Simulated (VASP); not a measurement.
Crystal: C.

```
C
1.0
     2.52210    0.00000    0.00000
    -1.26105    2.18420    0.00000
     0.00000    0.00000   12.35570
C
12
Direct
  0.66667 0.33333 0.35417
  0.33333 0.66667 0.85417
  0.66667 0.33333 0.14583
  0.33333 0.66667 0.64583
  0.66667 0.33333 0.47917
  0.33333 0.66667 0.97917
  0.66667 0.33333 0.02083
  0.33333 0.66667 0.52083
  0.00000 0.00000 0.81250
  0.00000 0.00000 0.31250
  0.00000 0.00000 0.68750
  0.00000 0.00000 0.18750
```

Base run:

```yaml
Program: VASP 6.6.1
Functional: PBEsol
Potentials_or_basis: VASP PAW PBE potentials, release 64 (C)
Cutoff: 520 eV
k_mesh: 12 × 12 × 3
Occupations: fermi-dirac, width 0.05 eV
Spin: no spin polarisation
```

Its results: band gap on the k mesh 4.26 eV, indirect (least direct gap 5.24 eV); pressure -3.5 GPa; largest force 0.340 eV/Å.

Q: The run is repeated on the same cell with these changes: functional from PBEsol to LDA; potentials or basis from VASP PAW PBE potentials, release 64 (C) to VASP PAW LDA potentials, release 64 (C). What comes out?

A: Band gap on the k mesh 4.35 eV, indirect (least direct gap 5.25 eV); pressure -11.3 GPa; largest force 0.339 eV/Å.

Caveats: the PAW data sets were made with another functional, which shifts forces and pressure a little (some runs).

A k mesh can miss the band edges.
